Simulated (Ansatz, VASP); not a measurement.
Li2CaO2 in VASP and in Ansatz

```xyz
5
Lattice="3.4791 0.0000 0.0000 -1.7395 3.0130 0.0000 0.0000 0.0000 6.4393" Properties=species:S:1:pos:R:3 pbc="T T T"
Li    0.0000    0.0000    5.3685
Li    0.0000    0.0000    1.0708
Ca    0.0000    0.0000    3.2196
O     0.0000    2.0087    3.2196
O     1.7395    1.0043    3.2196
```

Alike in both runs: task relaxation of cell and atoms; functional PBE; k mesh 6 × 6 × 4; occupations gaussian, width 0.1 eV; no spin polarisation.

|  | VASP | Ansatz |
| --- | --- | --- |
| version | VASP 6.6.1 | Ansatz 0.2.0 |
| potentials or method | VASP PAW PBE potentials, release 64 (Li_sv, Ca_sv, O_h), cutoff 910 eV | scalar-relativistic, plane waves, PAW |
| valence electrons in the cell | 28 | 28 |

```tsv
	VASP	Ansatz	Ansatz less VASP
gap on the k mesh at the Fermi level, each at its own relaxed structure (eV)	none	none	-
relaxed volume (Å³/atom)	20.32	25.72	+5.404
relaxed length of the cell vector where the two differ most in proportion (Å)	7.750	9.400	+1.6501
```

A gap of «none» marks a metal or a gap that the smearing closes. One of these differences is far larger than is usual between the two programs; its cause wasn't traced.

Noted on VASP's run: the cutoff is under 1.25 times that of the potentials, so the pressure is a little rough; the volume moved by over 15 % at a fixed basis, so the end points are rough.
